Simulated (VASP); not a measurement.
Pt, 1 atom in the cell. The structure is cubic, space group Im-3m (No. 229). The conventional cell has a = 3.168 Å, b = 3.168 Å, c = 3.168 Å, α = 90.00°, β = 90.00°, γ = 90.00°. Within 3.6 Å of Pt (site symmetry m-3m) lie 14 Pt at 2.74 to 3.17 Å. 

```yaml
Program: VASP 6.6.1
Task: single point
Functional: PBEsol
Potentials_or_basis: VASP PAW PBE potentials, release 64 (Pt)
Cutoff: 520 eV
k_mesh: 12 × 12 × 12
Occupations: fermi-dirac, width 0.1 eV
Spin: no spin polarisation
Dipole_correction: no
Further_INCAR_settings: ALGO = Normal; EDIFF = 1e-06; NBANDS = 11
```

Potentials or basis: VASP PAW PBE potentials, release 64 (Pt).

Launch:

```sh
$ cat potpaw_PBE.64/Pt/POTCAR > POTCAR
$ mpirun -np 1 vasp_std > vasp.out
```

Hardware: 1 thread of Intel Xeon 6975P-C, with other jobs on the host.

**Question.** How long does it take, and how much memory?

**Answer.** Wall time 5.8 s on 1 thread of Intel Xeon 6975P-C, with other jobs on the host, peak memory 0.13 GiB. Counts: scf iterations 11, k points 72.
